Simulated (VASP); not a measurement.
Set up this calculation in VASP 6.6.1, as the native input.

```yaml
Task: single point
Functional: PBE
Potentials_or_basis: VASP PAW PBE potentials, release 64 (Hg, Mn_pv)
Cutoff: 520 eV
k_mesh: 6 × 6 × 6
Occupations: fermi-dirac, width 0.05 eV
Spin: collinear spin, ferromagnetic start
Starting_moments: "[0.0, 0.0, 0.0, 4.0] μB"
Dipole_correction: no
Further_INCAR_settings: ALGO = Normal; EDIFF = 1e-06; NBANDS = 36
```

The structure of MnHg3 lies in POSCAR:

```
MnHg3
1.0
    4.5044965075      0.0000000000      0.0000000000
    0.0000000000      4.5044965075      0.0000000000
    0.0000000000      0.0000000000      4.5044965075
Hg Mn
3 1
Direct
    0.5000000000      0.5000000000      0.0000000000
    0.0000000000      0.5000000000      0.5000000000
    0.5000000000      0.0000000000      0.5000000000
    0.0000000000      0.0000000000      0.0000000000
```

These files were run (other wordings do the same):

INCAR

```
SYSTEM = MnHg3
PREC     = Accurate       ! precision mode
ENCUT    = 520            ! plane-wave cutoff, eV
EDIFF    = 1E-6           ! SCF threshold, eV
ISMEAR   = -1             ! smearing method
SIGMA    = 0.05           ! smearing width, eV
LREAL    = .False.        ! projectors in reciprocal space
LASPH    = .True.         ! aspherical terms in the spheres
NELM     = 150            ! most SCF steps
ALGO     = Normal         ! electronic algorithm
ISIF     = 2              ! what is computed and relaxed
LWAVE    = .False.        ! write WAVECAR
LCHARG   = .False.        ! write CHGCAR
ISPIN    = 2              ! spin polarisation
MAGMOM   = 0 0 0 4        ! initial moments
LORBIT   = 11             ! projections on sites
LMAXMIX  = 4              ! l up to which the mixer works
GGA      = PE             ! functional
NBANDS   = 36             ! bands
```

KPOINTS

```
Automatic mesh
0
Gamma
  6 6 6
  0 0 0
```

Potentials or basis: VASP PAW PBE potentials, release 64 (Hg, Mn_pv).

Launch:

```bash
$ cat potpaw_PBE.64/Hg/POTCAR potpaw_PBE.64/Mn_pv/POTCAR > POTCAR
$ mpirun -np 1 vasp_std > vasp.out
```

It gave:

```yaml
Pressure: -2.0 GPa
Net_moment: 4.42 μB per cell
Site_moments: Hg +0.00; Mn +4.18 μB
Valence_electrons_inside_the_program's_atomic_spheres: Hg 10.46; Mn 11.26
```

It took 59 s on 1 thread of AMD EPYC 9R45 96-Core Processor (Zen 5), with other jobs on the host, peak memory 0.26 GiB.
